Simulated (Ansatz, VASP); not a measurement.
## Two plane-wave programs on Hf4Te

```xyz
10
Lattice="3.7596 0.0000 0.0000 0.0000 3.7596 0.0000 0.0000 0.0000 17.1648" Properties=species:S:1:pos:R:3 pbc="T T T"
Hf    0.0000    1.8798   12.4898
Hf    1.8798    0.0000   11.0152
Hf    1.8798    0.0000   14.2382
Hf    0.0000    1.8798    9.4327
Hf    1.8798    0.0000    7.7322
Hf    1.8798    0.0000    4.6750
Hf    0.0000    1.8798    6.1496
Hf    0.0000    1.8798    2.9267
Te    0.0000    1.8798   15.5815
Te    1.8798    0.0000    1.5833
```

Alike in both runs: functional PBE; k mesh 8 × 8 × 2; occupations gaussian, width 0.1 eV; no spin polarisation.

Ansatz relaxed the structure, and its values are those at the end. VASP's run is a single point on that final structure, the one shown.

|  | VASP | Ansatz |
| --- | --- | --- |
| version | VASP 6.6.1 | Ansatz 0.2.0 |
| potentials or method | VASP PAW PBE potentials, release 64 (Hf_pv, Te), cutoff 520 eV | scalar-relativistic, plane waves, PAW |
| valence electrons in the cell | 92 | 240 |

|  | VASP | Ansatz | Ansatz less VASP |
| --- | --- | --- | --- |
| gap on the k mesh at the Fermi level (eV) | none | none | - |
| pressure (GPa) | -0.3 | 0.0 | +0.33 |
| rms of the force components (eV/Å) | 0.006 | 0.000 | -0.0062 |

A gap of «none» marks a metal or a gap that the smearing closes. VASP's potentials hold 92 valence electrons a cell and Ansatz's 240, so a difference there can come from the potentials and not from the codes.

Spin-orbit coupling is off throughout.
